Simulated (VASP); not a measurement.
A run of VASP 6.6.1 is set up as follows.

Contents of INCAR:

```
SYSTEM = Pt
PREC = Accurate
ENCUT = 600
EDIFF = 1E-6
ISMEAR = 0
SIGMA = 0.1
LREAL = .False.
LASPH = .True.
NELM = 60
ALGO = Normal
ISIF = 3
LWAVE = .False.
LCHARG = .False.
GGA = PS
IBRION = 2
NSW = 80
EDIFFG = -0.03
```

KPOINTS

```
Automatic mesh
0
Gamma
  8 8 8
  0 0 0
```

The input POSCAR:

```
Pt
1.0
    0.0000000000      1.9609000000      1.9609000000
    1.9609000000      0.0000000000      1.9609000000
    1.9609000000      1.9609000000      0.0000000000
Pt
1
Direct
    0.0000000000      0.0000000000      0.0000000000
```

Potentials or basis: VASP PAW PBE potentials, release 64 (Pt).

Command:

```bash
$ cat potpaw_PBE.64/Pt/POTCAR > POTCAR
$ mpirun -np 1 vasp_std > vasp.out
```

(1) Estimate the relaxed volume.

(2) What does it give for the relaxed cell?

(3) Predict the band gap on the k mesh.

Answers

(1) 14.99 Å³/atom.

(2) a = 2.767 Å, b = 2.767 Å, c = 2.767 Å, α = 60.00°, β = 60.00°, γ = 60.00°.

(3) zero (band 5 reaches 11.68 eV, above the bottom of band 6 at 9.44 eV).

Caveat: the PAW data sets were made with another functional, which shifts forces and pressure a little; spin-orbit coupling is left out, which moves the levels of the heavy elements.
